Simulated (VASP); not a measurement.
# Na3Al (I4mm) in VASP: single point with PBE

Aim: the single point of Na3Al with PBE.

Everything below comes from runs of VASP 6.6.1. Logs are shortened: lines on timing, memory, paths and dates and some standing lists are left out, and cuts for length are marked.

## 1. The cell of the first run

The structure is tetragonal, space group I4mm (No. 107). Conventional cell: a = 5.421 Å, b = 5.421 Å, c = 7.666 Å, α = 90.00°, β = 90.00°, γ = 90.00°. Within 4.2 Å of Na (site symmetry 2mm) lie 10 Na at 3.19 to 3.83 Å and 4 Al at 3.32 Å. Na (site symmetry 4mm) has 8 Na at 3.19 to 3.45 Å and 6 Al at 3.61 to 4.06 Å within 4.2 Å. Within 4.4 Å of Al (site symmetry 4mm) lie 14 Na at 3.32 to 4.06 Å.

## 2. Single point, PBE (one atom moved)

Input file INCAR:

```
PREC = Accurate ; ENCUT = 520
EDIFF = 1E-6 ; ISMEAR = 0
SIGMA = 0.1 ; LREAL = False
LASPH = True ; NELM = 80
ALGO = Fast ; ISIF = 2
LWAVE = False ; LCHARG = False
GGA = PE ; NBANDS = 20
```

Input file KPOINTS:

```
regular mesh
0
Gamma
  8 8 8
```

Input file POSCAR:

```
Na3Al
1.0
    0.0000000000      3.8330040000      3.8330040000
    3.8330040000      0.0000000000      3.8330040000
    3.8330040000      3.8330040000      0.0000000000
Na Al
3 1
Direct
    0.2500000000      0.2500000000      0.2500000000
    0.7500000000      0.7500000000      0.7500000000
    0.5293503477      0.4706496523      0.5293503477
    0.0000000000      0.0000000000      0.0000000000
```

Potentials or basis: VASP PAW PBE potentials, release 64 (Na_pv, Al).

Started as:

```sh
$ cat potpaw_PBE.64/Na_pv/POTCAR potpaw_PBE.64/Al/POTCAR > POTCAR
$ mpirun -np 1 vasp_std > vasp.out
```

OUTCAR:

```text
PREC = Accurate
   ENCUT = 520
   EDIFF = 1E-6
   ISMEAR = 0
   LREAL = False
   LASPH = True
   NELM = 80
   ISIF = 2
   GGA = PE

 ion  position               nearest neighbor table
   1  0.250  0.250  0.250-
   2  0.750  0.750  0.750-
   3  0.529  0.471  0.529-
   4  0.000  0.000  0.000-

  LATTYP: Found a face centered cubic cell.
 ALAT       =     7.6660080000

  Lattice vectors:

 A1 = (   0.0000000000,   3.8330040000,   3.8330040000)
 A2 = (   3.8330040000,   0.0000000000,   3.8330040000)
 A3 = (   3.8330040000,   3.8330040000,   0.0000000000)

Analysis of symmetry for initial positions (statically):
=====================================================================
 Subroutine PRICEL returns:
 Original cell was already a primitive cell.

 Routine SETGRP: Setting up the symmetry group for a
 face centered cubic supercell.

 Subroutine GETGRP returns: Found  8 space group operations
 (whereof  8 operations were pure point group operations)
 out of a pool of 48 trial point group operations.

The static configuration has the point symmetry C_4v.

Analysis of symmetry for dynamics (positions and initial velocities):
=====================================================================
 Subroutine PRICEL returns:
 Original cell was already a primitive cell.

 Routine SETGRP: Setting up the symmetry group for a
 face centered cubic supercell.

 Subroutine GETGRP returns: Found  8 space group operations
 (whereof  8 operations were pure point group operations)
 out of a pool of 48 trial point group operations.

The dynamic configuration has the point symmetry C_4v.

 Subroutine INISYM returns: Found  8 space group operations
 (whereof  8 operations are pure point group operations),
 and found     1 'primitive' translations

----------------------------------------------------------------------------------------

                                     Primitive cell

  volume of cell :     112.6284

  direct lattice vectors                    reciprocal lattice vectors
     0.000000000  3.833004000  3.833004000    -0.130445990  0.130445990  0.130445990
     3.833004000  0.000000000  3.833004000     0.130445990 -0.130445990  0.130445990
     3.833004000  3.833004000  0.000000000     0.130445990  0.130445990 -0.130445990

  length of vectors
     5.420686241  5.420686241  5.420686241     0.225939082  0.225939082  0.225939082

  position of ions in fractional coordinates (direct lattice)
     0.250000000  0.250000000  0.250000000
     0.750000000  0.750000000  0.750000000
     0.529350348  0.470649652  0.529350348
     0.000000000  0.000000000  0.000000000

  ion indices of the primitive-cell ions
   primitive index   ion index
                 1           1
                 2           2
                 3           3
                 4           4

----------------------------------------------------------------------------------------

 KPOINTS: regular mesh

Automatic generation of k-mesh.
 Grid dimensions read from file:
 generate k-points for:    8    8    8

 Generating k-lattice:

  Cartesian coordinates                     Fractional coordinates (reciprocal lattice)
    -0.016305749  0.016305749  0.016305749     0.125000000  0.000000000  0.000000000
     0.016305749 -0.016305749  0.016305749     0.000000000  0.125000000  0.000000000
     0.016305749  0.016305749 -0.016305749     0.000000000  0.000000000  0.125000000

  Length of vectors
     0.028242385  0.028242385  0.028242385

  Shift w.r.t. Gamma in fractional coordinates (k-lattice)
     0.000000000  0.000000000  0.000000000

 Subroutine IBZKPT returns following result:
 ===========================================

 Found     59 irreducible k-points:

 Following reciprocal coordinates:
            Coordinates               Weight
  0.000000  0.000000  0.000000      1.000000
  0.125000  0.000000  0.000000      8.000000
  0.250000  0.000000  0.000000      8.000000
  0.375000  0.000000  0.000000      8.000000
  0.500000  0.000000  0.000000      4.000000
  0.125000  0.125000  0.000000      4.000000
[... 16 lines left out ...]
  0.250000  0.000000  0.375000      8.000000
  0.500000  0.250000  0.000000     16.000000
 [... further k-points ...]
   k-points           NKPTS =     59   k-points in BZ     NKDIM =     59   number of bands    NBANDS=     20
   number of dos      NEDOS =    301   number of ions     NIONS =      4
   total plane-waves  NPLWV =  64000
   dimension x,y,z NGX =    40 NGY =   40 NGZ =   40
   dimension x,y,z NGXF=    80 NGYF=   80 NGZF=   80
   ions per type =               3   1
   NGX,Y,Z   is equivalent  to a cutoff of  12.27, 12.27, 12.27 a.u.
   NGXF,Y,Z  is equivalent  to a cutoff of  24.54, 24.54, 24.54 a.u.
 SYSTEM =  unknown system
   PREC   = accura    normal or accurate (medium, high low for compatibility)
   ISTART =      0    job   : 0-new  1-cont  2-samecut
   ICHARG =      2    charge: 1-file 2-atom 10-const
   ISPIN  =      1    spin polarized calculation?
   LNONCOLLINEAR =      F non collinear calculations
   LSORBIT =      F    spin-orbit coupling
   LASPH  =      T    aspherical Exc in radial PAW
   ENCUT  =  520.0 eV  38.22 Ry    6.18 a.u.  10.08 10.08 10.08*2*pi/ulx,y,z
   NELM   =     80;   NELMIN=  2; NELMDL= -5     # of ELM steps
   EDIFF  = 0.1E-05   stopping-criterion for ELM
   LREAL  =      F    real-space projection
[... 7 lines left out ...]
   TEBEG  =    0.0;   TEEND  =   0.0 temperature during run
   PSTRESS=    0.0 pullay stress
   NELECT =      24.0000    total number of electrons
   NUPDOWN=      -1.0000    fix difference up-down
   EMIN   =  10.00;   EMAX   =-10.00  energy-range for DOS
   EFERMI =   0.00;   METHOD = LEGACY
   ISMEAR =     0;   SIGMA  =   0.10  broadening in eV -4-tet -1-fermi 0-gaus
   EFERMI_NEDOS =   21; number of points for ismear=-14 and -15
   IALGO  =     68    algorithm
   IMIX   =      4    mixing-type and parameters
     AMIX     =   0.40;   BMIX     =  1.00
     AMIX_MAG =   1.60;   BMIX_MAG =  1.00
  volume/ion in A,a.u.               =      28.16       190.01
  Fermi-wavevector in a.u.,A,eV,Ry     =   0.977828  1.847828 13.009188  0.956148
  Thomas-Fermi vector in A             =   2.108556
   LORBIT       =      0    0 simple, 1 ext, 2 COOP (PROOUT), +10 PAW based schemes
   GGA     = PE    functional components
   LHFCALC =     F    Hartree Fock is set to
   AEXX    =    0.0000 exact exchange contribution
   IVDW    =     0    specifies the selected vdW correction
   LEPSILON=     F    determine dielectric tensor
   LRPA    =     F    only Hartree local field effects (RPA)
 non-spin polarized calculation
 RMM-DIIS sequential band-by-band and
 Gauss-broadening in eV      SIGMA  =   0.10
  energy-cutoff  :      520.00
  volume of cell :      112.63
 maximum number of plane-waves:      3071
   NGX = 21   NGY = 21   NGZ = 21

 number of electron      24.0000000 magnetization

 Free energy of the ion-electron system (eV)
  ---------------------------------------------------
  ext. energy  EPLUGINS =         0.00000000
  ---------------------------------------------------
  free energy    TOTEN  =        -6.97564281 eV

  energy without entropy =       -6.96282646  energy(sigma->0) =       -6.96923464

 E-fermi :   1.4995     XC(G=0):  -7.5237

 val. band max:        1.4582649720   @ k =  -0.3750   0.1250   0.0000
 cond. band min:       1.5067739918   @ k =  -0.3750   0.3750   0.0000
 fundamental gap:      0.0485090198
 Fermi energy:         1.4994891016

 k-point     1 :       0.0000    0.0000    0.0000
  band No.  band energies     occupation
      1     -23.2758      2.00000
      2     -23.2758      2.00000
      3     -23.2712      2.00000
      4     -22.8299      2.00000
      5     -22.8299      2.00000
      6     -22.8269      2.00000
[... 12 lines left out ...]
     19       6.3499      0.00000
     20       6.9884      0.00000

 k-point     2 :       0.1250    0.0000    0.0000
  band No.  band energies     occupation
      1     -23.2759      2.00000
      2     -23.2758      2.00000
      3     -23.2713      2.00000
      4     -22.8296      2.00000
      5     -22.8295      2.00000
      6     -22.8262      2.00000
[... 12 lines left out ...]
     19       5.7715      0.00000
     20       6.7735      0.00000

 k-point     3 :       0.2500    0.0000    0.0000
  band No.  band energies     occupation
      1     -23.2761      2.00000
      2     -23.2758      2.00000
      3     -23.2716      2.00000
      4     -22.8289      2.00000
      5     -22.8285      2.00000
      6     -22.8245      2.00000
[... 12 lines left out ...]
     19       5.9648      0.00000
     20       6.5114      0.00000

 k-point     4 :       0.3750    0.0000    0.0000
  band No.  band energies     occupation
      1     -23.2763      2.00000
      2     -23.2758      2.00000
      3     -23.2719      2.00000
      4     -22.8283      2.00000
      5     -22.8274      2.00000
      6     -22.8225      2.00000
[... 12 lines left out ...]
     19       6.9215      0.00000
     20       7.3954      0.00000

 k-point     5 :       0.5000    0.0000    0.0000
  band No.  band energies     occupation
      1     -23.2764      2.00000
      2     -23.2758      2.00000
      3     -23.2720      2.00000
      4     -22.8281      2.00000
      5     -22.8269      2.00000
      6     -22.8209      2.00000
[... 12 lines left out ...]
     19       8.1731      0.00000
     20       8.2929      0.00000

 k-point     6 :       0.1250    0.1250    0.0000
  band No.  band energies     occupation
      1     -23.2759      2.00000
      2     -23.2757      2.00000
      3     -23.2715      2.00000
      4     -22.8303      2.00000
      5     -22.8284      2.00000
      6     -22.8265      2.00000
[... 12 lines left out ...]
     19       6.5006      0.00000
     20       7.2116      0.00000

 k-point     7 :       0.1250    0.0000    0.1250
  band No.  band energies     occupation
      1     -23.2760      2.00000
      2     -23.2760      2.00000
      3     -23.2712      2.00000
      4     -22.8299      2.00000
      5     -22.8299      2.00000
      6     -22.8246      2.00000
[... 12 lines left out ...]
     19       6.4865      0.00000
     20       7.2148      0.00000
[... 277 lines left out ...]
 k-point    20 :       0.2500    0.2500    0.0000
  band No.  band energies     occupation
      1     -23.2762      2.00000
      2     -23.2754      2.00000
      3     -23.2721      2.00000
      4     -22.8318      2.00000
      5     -22.8269      2.00000
      6     -22.8240      2.00000
[... 12 lines left out ...]
     19       6.9629      0.00000
     20       7.9851      0.00000

 k-point    21 :       0.2500    0.0000    0.2500
  band No.  band energies     occupation
      1     -23.2765      2.00000
      2     -23.2765      2.00000
      3     -23.2710      2.00000
      4     -22.8298      2.00000
      5     -22.8298      2.00000
      6     -22.8221      2.00000
[... 12 lines left out ...]
     19       6.9496      0.00000
     20       7.9801      0.00000

 k-point    22 :       0.3750    0.2500    0.0000
  band No.  band energies     occupation
      1     -23.2763      2.00000
      2     -23.2753      2.00000
      3     -23.2724      2.00000
      4     -22.8327      2.00000
      5     -22.8262      2.00000
      6     -22.8226      2.00000
[... 12 lines left out ...]
     19       7.7355      0.00000
     20       8.2460      0.00000

 k-point    23 :       0.2500    0.0000    0.3750
  band No.  band energies     occupation
      1     -23.2767      2.00000
      2     -23.2766      2.00000
      3     -23.2710      2.00000
      4     -22.8296      2.00000
      5     -22.8293      2.00000
      6     -22.8251      2.00000
[... 12 lines left out ...]
     19       7.7297      0.00000
     20       8.2578      0.00000

 k-point    24 :       0.5000    0.2500    0.0000
  band No.  band energies     occupation
      1     -23.2764      2.00000
      2     -23.2754      2.00000
      3     -23.2725      2.00000
      4     -22.8333      2.00000
      5     -22.8249      2.00000
      6     -22.8223      2.00000
[... 12 lines left out ...]
     19       8.1250      0.00000
     20       8.6779      0.00000

 [... further k-points ...]
[... 5 lines left out ...]
  --------------------------------------------------------------------------------------
  -------------------------------------------------------------------------------------
  Total        0.0995152      0.0495904      0.0995152      0.0000000      0.0000000      0.0000000
  in kB        1.4156374      0.7054398      1.4156374      0.0000000      0.0000000      0.0000000
  external PRESSURE =       1.1789049 kB  Pullay stress =       0.0000000 kB

 VOLUME and BASIS-vectors are now :
 -----------------------------------------------------------------------------
  energy-cutoff  :      520.00
  volume of cell :      112.63
      direct lattice vectors                 reciprocal lattice vectors
     0.000000000  3.833004000  3.833004000    -0.130445990  0.130445990  0.130445990
     3.833004000  0.000000000  3.833004000     0.130445990 -0.130445990  0.130445990
     3.833004000  3.833004000  0.000000000     0.130445990  0.130445990 -0.130445990

 POSITION                                       TOTAL-FORCE (eV/Angst)
 -----------------------------------------------------------------------------------
      1.91650      1.91650      1.91650         0.000000      0.117018      0.000000
      5.74951      5.74951      5.74951         0.000000      0.117018      0.000000
      3.83300      4.05800      3.83300         0.000000     -0.239983      0.000000
      0.00000      0.00000      0.00000         0.000000      0.005948      0.000000
 -----------------------------------------------------------------------------------
    total drift:                               -0.000002      0.002053     -0.000002

  FREE ENERGIE OF THE ION-ELECTRON SYSTEM (eV)
  ---------------------------------------------------
  free  energy   TOTEN  =        -6.9756428147 eV

  energy  without entropy=       -6.9628264578  energy(sigma->0) =       -6.96923464
```

Wall time 2.3 min (1 thread of AMD EPYC 7R43 (Zen 3), shared host); peak memory 0.26 GiB.

What came out:

```yaml
Free_energy: -6.9756 eV
Pressure: 0.1 GPa
Largest_force: 0.240 eV/Å
Band_gap_on_the_k_mesh: zero (bands 12 and 13 overlap by 2.03 eV)
```

Forces on the atoms (eV/Å):
```
Na   0.000  0.117  0.000
Na   0.000  0.117  0.000
Na   0.000 -0.240  0.000
Al   0.000  0.006  0.000
```

Levels at points of the mesh, in eV from the Fermi level:
| k point | band 8 | band 9 | band 10 | band 11 | band 12 | band 13 | band 14 | band 15 | band 16 | band 17 |
| --- | --- | --- | --- | --- | --- | --- | --- | --- | --- | --- |
| (0.00, 0.00, 0.00) | -24.31 | -24.31 | -5.48 | 1.03 | 1.05 | 1.05 | 1.55 | 3.20 | 3.20 | 3.22 |
| (0.50, 0.00, 0.00) | -24.31 | -24.31 | -4.53 | -2.31 | 0.67 | 0.67 | 1.91 | 2.69 | 2.71 | 4.09 |
| (0.50, 0.50, 0.00) | -24.31 | -24.31 | -4.23 | -1.87 | -0.23 | -0.22 | 0.48 | 1.71 | 6.20 | 6.21 |
| (0.50, 0.00, 0.50) | -24.31 | -24.31 | -4.23 | -1.87 | -0.22 | -0.22 | 0.49 | 1.73 | 6.20 | 6.20 |

Caveat: the cell differs from its parent crystal (one atom moved).

The gap in the log of VASP goes by the Fermi energy; the results here count the filled bands.